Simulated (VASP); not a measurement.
# Zn5O (P6/mmm) in VASP: single point with PBE

Aim: the single point of Zn5O with PBE.

Everything below comes from runs of VASP 6.6.1. Logs are shortened: lines on timing, memory, paths and dates and some standing lists are left out, and cuts for length are marked.

## Step 1: The cell of the first run

The structure is hexagonal, space group P6/mmm (No. 191). The conventional cell has a = 5.000 Å, b = 5.000 Å, c = 4.416 Å, α = 90.00°, β = 90.00°, γ = 120.00°. Zn (site symmetry mmm) has 8 Zn at 2.50 to 2.64 Å and 4 O at 3.34 Å within 3.4 Å. Zn (site symmetry -6m2) has 9 Zn at 2.64 to 2.89 Å and 3 O at 2.89 Å within 3.5 Å. O (site symmetry 6/mmm) has 18 Zn at 2.89 to 3.34 Å within 3.8 Å.

The cell was generated, and may not be a known phase.

## Step 2: Single point, PBE, collinear spin, ferromagnetic start

INCAR

```
SYSTEM = Zn5O
PREC = Accurate ; ENCUT = 520
EDIFF = 1E-6 ; ISMEAR = 0
SIGMA = 0.1 ; LREAL = .FALSE.
LASPH = .TRUE. ; NELM = 150
ALGO = Fast ; ISIF = 2
LWAVE = .FALSE. ; LCHARG = .TRUE.
ISPIN = 2 ; MAGMOM = 0 0 0 0 0 1
LORBIT = 11 ; GGA = PE
LELF = .TRUE. ; LVHAR = .TRUE.
NBANDS = 46
```

KPOINTS

```
Automatic mesh
0
G
  6 6 4
  0 0 0
```

POSCAR

```
Zn5O
1.0
    5.0001694867      0.0000000000      0.0000000000
   -2.5000847434      4.3302737987      0.0000000000
    0.0000000000      0.0000000000      4.4162065079
Zn O
5 1
Direct
    0.5000000000      0.0000000000      0.5000000000
    0.5000000000      0.5000000000      0.5000000000
    0.0000000000      0.5000000000      0.5000000000
    0.3333333333      0.6666666667      0.0000000000
    0.6666666667      0.3333333333      0.0000000000
    0.0000000000      0.0000000000      0.0000000000
```

Potentials or basis: VASP PAW PBE potentials, release 64 (Zn, O).

On the command line:

```sh
> cat potpaw_PBE.64/Zn/POTCAR potpaw_PBE.64/O/POTCAR > POTCAR
> mpirun -np 1 vasp_std > vasp.out
```

OUTCAR:

```text
SYSTEM = Zn5O
   PREC = Accurate
   ENCUT = 520
   EDIFF = 1E-6
   ISMEAR = 0
   LREAL = .FALSE.
   LASPH = .TRUE.
   NELM = 150
   ISIF = 2
   ISPIN = 2
   LORBIT = 11
   GGA = PE

 ion  position               nearest neighbor table
   1  0.500  0.000  0.500-   3 2.50   3 2.50   2 2.50   2 2.50   4 2.64   5 2.64   4 2.64   5 2.64

   2  0.500  0.500  0.500-   3 2.50   3 2.50   1 2.50   1 2.50   4 2.64   5 2.64   4 2.64   5 2.64

   3  0.000  0.500  0.500-   1 2.50   1 2.50   2 2.50   2 2.50   4 2.64   5 2.64   4 2.64   5 2.64

   4  0.333  0.667  0.000-   3 2.64   3 2.64   1 2.64   1 2.64   2 2.64   2 2.64   5 2.89   5 2.89
                             5 2.89
   5  0.667  0.333  0.000-   3 2.64   3 2.64   1 2.64   1 2.64   2 2.64   2 2.64   4 2.89   4 2.89
                             4 2.89
   6  0.000  0.000  0.000-

  LATTYP: Found a hexagonal cell.
 ALAT       =     5.0001694867
 C/A-ratio  =     0.8832113631

  Lattice vectors:

 A1 = (   5.0001694867,   0.0000000000,   0.0000000000)
 A2 = (  -2.5000847434,   4.3302737987,   0.0000000000)
 A3 = (   0.0000000000,   0.0000000000,   4.4162065079)

Analysis of symmetry for initial positions (statically):
=====================================================================
 Subroutine PRICEL returns:
 Original cell was already a primitive cell.

 Routine SETGRP: Setting up the symmetry group for a
 hexagonal supercell.

 Subroutine GETGRP returns: Found 24 space group operations
 (whereof 24 operations were pure point group operations)
 out of a pool of 24 trial point group operations.

The static configuration has the point symmetry D_6h.

Analysis of symmetry for dynamics (positions and initial velocities):
=====================================================================
 Subroutine PRICEL returns:
 Original cell was already a primitive cell.

 Routine SETGRP: Setting up the symmetry group for a
 hexagonal supercell.

 Subroutine GETGRP returns: Found 24 space group operations
 (whereof 24 operations were pure point group operations)
 out of a pool of 24 trial point group operations.

The dynamic configuration has the point symmetry D_6h.

Analysis of structural, dynamic, and magnetic symmetry:
=====================================================================
 Subroutine PRICEL returns:
 Original cell was already a primitive cell.

 Routine SETGRP: Setting up the symmetry group for a
 hexagonal supercell.

 Subroutine GETGRP returns: Found 24 space group operations
 (whereof 24 operations were pure point group operations)
 out of a pool of 24 trial point group operations.

The overall configuration has the point symmetry D_6h.

 Subroutine INISYM returns: Found 24 space group operations
 (whereof 24 operations are pure point group operations),
 and found     1 'primitive' translations

----------------------------------------------------------------------------------------

                                     Primitive cell

  volume of cell :      95.6202

  direct lattice vectors                    reciprocal lattice vectors
     5.000169487  0.000000000  0.000000000     0.199993221  0.115466140  0.000000000
    -2.500084743  4.330273799  0.000000000     0.000000000  0.230932280  0.000000000
     0.000000000  0.000000000  4.416206508     0.000000000  0.000000000  0.226438686

  length of vectors
     5.000169487  5.000169487  4.416206508     0.230932280  0.230932280  0.226438686

  position of ions in fractional coordinates (direct lattice)
     0.500000000  0.000000000  0.500000000
     0.500000000  0.500000000  0.500000000
     0.000000000  0.500000000  0.500000000
     0.333333333  0.666666667  0.000000000
     0.666666667  0.333333333  0.000000000
     0.000000000  0.000000000  0.000000000

  ion indices of the primitive-cell ions
   primitive index   ion index
                 1           1
                 2           2
                 3           3
                 4           4
                 5           5
                 6           6

[... 47 lines left out ...]
  0.333333  0.166667  0.500000     12.000000
  0.333333  0.333333  0.500000      2.000000
   k-points           NKPTS =     21   k-points in BZ     NKDIM =     21   number of bands    NBANDS=     46
   number of dos      NEDOS =    301   number of ions     NIONS =      6
   total plane-waves  NPLWV =  57600
   dimension x,y,z NGX =    40 NGY =   40 NGZ =   36
   dimension x,y,z NGXF=    80 NGYF=   80 NGZF=   72
   ions per type =               5   1
   NGX,Y,Z   is equivalent  to a cutoff of  13.30, 13.30, 13.55 a.u.
   NGXF,Y,Z  is equivalent  to a cutoff of  26.60, 26.60, 27.10 a.u.
 SYSTEM =  Zn5O
   PREC   = accura    normal or accurate (medium, high low for compatibility)
   ISTART =      0    job   : 0-new  1-cont  2-samecut
   ICHARG =      2    charge: 1-file 2-atom 10-const
   ISPIN  =      2    spin polarized calculation?
   LNONCOLLINEAR =      F non collinear calculations
   LSORBIT =      F    spin-orbit coupling
   LASPH  =      T    aspherical Exc in radial PAW
   ENCUT  =  520.0 eV  38.22 Ry    6.18 a.u.   9.30  9.30  8.21*2*pi/ulx,y,z
   NELM   =    150;   NELMIN=  2; NELMDL= -5     # of ELM steps
   EDIFF  = 0.1E-05   stopping-criterion for ELM
   LREAL  =      F    real-space projection
   EDIFFG = 0.1E-04   stopping-criterion for IOM
   NSW    =      0    number of steps for IOM
   IBRION =     -1    ionic relax: 0-MD 1-quasi-New 2-CG
   NFREE  =      0    steps in history (QN), initial steepest desc. (CG)
   ISIF   =      2    stress and relaxation
   ISYM   =      2    0-nonsym 1-usesym 2-fastsym
   POTIM  = 0.5000    time-step for ionic-motion
   TEBEG  =    0.0;   TEEND  =   0.0 temperature during run
   PSTRESS=    0.0 pullay stress
   NELECT =      66.0000    total number of electrons
   NUPDOWN=      -1.0000    fix difference up-down
   EMIN   =  10.00;   EMAX   =-10.00  energy-range for DOS
   EFERMI =   0.00;   METHOD = LEGACY
   ISMEAR =     0;   SIGMA  =   0.10  broadening in eV -4-tet -1-fermi 0-gaus
   EFERMI_NEDOS =   21; number of points for ismear=-14 and -15
   IALGO  =     68    algorithm
   IMIX   =      4    mixing-type and parameters
     AMIX     =   0.40;   BMIX     =  1.00
     AMIX_MAG =   1.60;   BMIX_MAG =  1.00
  volume/ion in A,a.u.               =      15.94       107.55
  Fermi-wavevector in a.u.,A,eV,Ry     =   1.446793  2.734042 28.479841  2.093209
  Thomas-Fermi vector in A             =   2.564821
   LORBIT       =     11    0 simple, 1 ext, 2 COOP (PROOUT), +10 PAW based schemes
   GGA     = PE    functional components
   LHFCALC =     F    Hartree Fock is set to
   AEXX    =    0.0000 exact exchange contribution
   IVDW    =     0    specifies the selected vdW correction
   LEPSILON=     F    determine dielectric tensor
   LRPA    =     F    only Hartree local field effects (RPA)
 spin polarized calculation
 RMM-DIIS sequential band-by-band and
 Gauss-broadening in eV      SIGMA  =   0.10
  energy-cutoff  :      520.00
  volume of cell :       95.62
 maximum number of plane-waves:      2602
 NGX is ok and might be reduce to    40
   NGX = 19   NGY = 19   NGZ = 17

 number of electron      65.9999992 magnetization       0.0015649

 number of electron      65.9999992 magnetization      -0.0002533

 Free energy of the ion-electron system (eV)
  ---------------------------------------------------
  ext. energy  EPLUGINS =         0.00000000
  ---------------------------------------------------
  free energy    TOTEN  =        -8.61391053 eV

  energy without entropy =       -8.57575981  energy(sigma->0) =       -8.59483517

 E-fermi :   1.7900     XC(G=0): -10.7252

 val. band max:        1.7660984957   @ k =   0.1667   0.0000   0.2500
 cond. band min:       1.8094866619   @ k =   0.3333   0.0000   0.2500
 fundamental gap:      0.0433881662
 Fermi energy:         1.7900404327

 spin component 1

 k-point     1 :       0.0000    0.0000    0.0000
  band No.  band energies     occupation
      1     -14.1416      1.00000
      2      -8.1335      1.00000
      3      -6.6632      1.00000
      4      -6.6632      1.00000
      5      -6.6540      1.00000
      6      -6.4890      1.00000
[... 997 lines left out ...]
     44      13.0359      0.00000
     45      13.1319      0.00000
 Fermi energy:         1.7900404327

 spin component 2

 k-point     1 :       0.0000    0.0000    0.0000
  band No.  band energies     occupation
      1     -14.1417      1.00000
      2      -8.1336      1.00000
      3      -6.6632      1.00000
      4      -6.6632      1.00000
      5      -6.6540      1.00000
      6      -6.4890      1.00000
[... 997 lines left out ...]
     44      13.0371      0.00000
     45      13.1319      0.00000
 [bands above 45 left out]

------------------------ aborting loop because EDIFF is reached ----------------------------------------

  FORCE on cell =-STRESS in cart. coord.  units (eV):
  Direction    XX          YY          ZZ          XY          YZ          ZX
  --------------------------------------------------------------------------------------
  -------------------------------------------------------------------------------------
  Total       -0.2609481     -0.2609481     -0.1079468      0.0000000      0.0000000      0.0000000
  in kB       -4.3723532     -4.3723532     -1.8087176      0.0000000      0.0000000      0.0000000
  external PRESSURE =      -3.5178080 kB  Pullay stress =       0.0000000 kB

 VOLUME and BASIS-vectors are now :
 -----------------------------------------------------------------------------
  energy-cutoff  :      520.00
  volume of cell :       95.62
      direct lattice vectors                 reciprocal lattice vectors
     5.000169487  0.000000000  0.000000000     0.199993221  0.115466140  0.000000000
    -2.500084743  4.330273799  0.000000000     0.000000000  0.230932280  0.000000000
     0.000000000  0.000000000  4.416206508     0.000000000  0.000000000  0.226438686

 POSITION                                       TOTAL-FORCE (eV/Angst)
 -----------------------------------------------------------------------------------
      2.50008      0.00000      2.20810        -0.000000     -0.000000      0.000000
      1.25004      2.16514      2.20810        -0.000000     -0.000000      0.000000
     -1.25004      2.16514      2.20810        -0.000000     -0.000000      0.000000
     -0.00000      2.88685      0.00000         0.000000     -0.000000      0.000000
      2.50008      1.44342      0.00000        -0.000000      0.000000     -0.000000
      0.00000      0.00000      0.00000        -0.000000     -0.000000      0.000000
 -----------------------------------------------------------------------------------
    total drift:                               -0.000000     -0.000000     -0.000000

  FREE ENERGIE OF THE ION-ELECTRON SYSTEM (eV)
  ---------------------------------------------------
  free  energy   TOTEN  =        -8.6139105253 eV

  energy  without entropy=       -8.5757598138  energy(sigma->0) =       -8.59483517

 total charge

# of ion       s       p       d       tot
------------------------------------------
    1        0.634   0.446   9.728  10.808
    2        0.634   0.446   9.728  10.808
    3        0.634   0.446   9.728  10.808
    4        0.599   0.375   9.729  10.703
    5        0.599   0.375   9.729  10.703
    6        1.605   3.121   0.000   4.726
--------------------------------------------------
tot          4.705   5.210  48.643  58.558

 magnetization (x)

# of ion       s       p       d       tot
------------------------------------------
    1       -0.000  -0.000  -0.000  -0.000
    2       -0.000  -0.000  -0.000  -0.000
    3       -0.000  -0.000  -0.000  -0.000
    4       -0.000  -0.000  -0.000  -0.000
    5       -0.000  -0.000  -0.000  -0.000
    6       -0.000  -0.000   0.000  -0.000
--------------------------------------------------
tot         -0.000  -0.000  -0.000  -0.000
```

It took 7.4 min on 1 thread of Oxide Virtual Turin-like, shared host; peak memory 0.31 GiB.

Results:

* Free energy: -8.6139 eV
* Pressure: -0.4 GPa
* Band gap on the k mesh: zero (filled and empty bands overlap)
* Net moment: 0.00 μB per cell
* Valence electrons inside the program's atomic spheres: Zn 10.81, 10.70 (each value once); O 4.73

The gap in the log of VASP goes by the Fermi energy; the results here count the filled bands.